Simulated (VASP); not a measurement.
Write the native input for VASP 6.6.1 that does the following.

```yaml
Task: relaxation of cell and atoms
Functional: LDA
Potentials_or_basis: VASP PAW LDA potentials, release 64 (Nb_sv)
Cutoff: 600 eV
k_mesh: 16 × 16 × 16
Occupations: gaussian, width 0.1 eV
Spin: no spin polarisation
Dipole_correction: no
Further_INCAR_settings: ALGO = Fast; EDIFF = 1e-07; IBRION = 2; EDIFFG = -0.002; NSW = 100; ISIF = 3
```

The structure of Nb lies in POSCAR:

```
Nb
1.0
   -1.6265870592      1.6265870592      1.6265870592
    1.6265870592     -1.6265870592      1.6265870592
    1.6265870592      1.6265870592     -1.6265870592
Nb
1
Direct
    0.0000000000      0.0000000000      0.0000000000
```

One way to write it, as run:

INCAR

```
PREC     = Accurate       # precision mode
ENCUT    = 600            # plane-wave cutoff, eV
EDIFF    = 1E-7           # SCF threshold, eV
ISMEAR   = 0              # smearing method
SIGMA    = 0.1            # smearing width, eV
LREAL    = False          # projectors in reciprocal space
LASPH    = True           # aspherical terms in the spheres
NELM     = 60             # most SCF steps
ALGO     = Fast           # electronic algorithm
ISIF     = 3              # what is computed and relaxed
LWAVE    = False          # write WAVECAR
LCHARG   = False          # write CHGCAR
GGA      = CA             # functional
IBRION   = 2              # ionic algorithm
NSW      = 100            # ionic steps
EDIFFG   = -0.002         # ionic threshold
```

KPOINTS

```
regular mesh
0
Gamma
  16 16 16
```

Potentials or basis: VASP PAW LDA potentials, release 64 (Nb_sv).

Command:

```bash
$ cat potpaw_LDA.64/Nb_sv/POTCAR > POTCAR
$ mpirun -np 1 vasp_std > vasp.out
```

Results of the run:

```yaml
Relaxed_volume: 17.11 Å³/atom
Relaxed_cell: a = 2.812 Å, b = 2.812 Å, c = 2.812 Å, α = 109.47°, β = 109.47°, γ = 109.47°
Space_group_after_relaxing_to_0.05_Å: Im-3m (No. 229)
Energy_gained_by_relaxing: 0.4 meV/atom
Ionic_steps: 8
Pressure_after_relaxing: 0.0 GPa
```

Wall time 2.2 min on 1 thread of Intel Xeon 6975P-C (shared host), peak memory 0.17 GiB.
